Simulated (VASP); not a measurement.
A run of VASP 6.6.1 is set up as follows.

INCAR

```
SYSTEM = CdS
PREC = Accurate
ENCUT = 600
EDIFF = 1E-7
ISMEAR = -1
SIGMA = 0.1
LREAL = .False.
LASPH = .True.
NELM = 100
ALGO = Normal
ISIF = 4
LWAVE = .False.
LCHARG = .False.
GGA = PE
IBRION = 2
NSW = 50
EDIFFG = -0.005
```

KPOINTS

```
Automatic mesh
0
Gamma
  10 10 5
  0 0 0
```

POSCAR

```
CdS
1.0
    3.7607818368      0.0000000000      0.0000000000
   -1.8803909184      3.2569326088      0.0000000000
    0.0000000000      0.0000000000      6.1222421343
Cd S
2 2
Direct
    0.3333333333      0.6666666667     -0.0002061996
    0.6666666667      0.3333333333      0.4997938004
    0.3333333333      0.6666666667      0.3762061996
    0.6666666667      0.3333333333      0.8762061996
```

Potentials or basis: VASP PAW PBE potentials, release 64 (Cd, S).

Launch:

```console
$ cat potpaw_PBE.64/Cd/POTCAR potpaw_PBE.64/S/POTCAR > POTCAR
$ mpirun -np 1 vasp_std > vasp.out
```

(1) Predict the band gap on the k mesh.

Answers

(1) 0.90 eV.
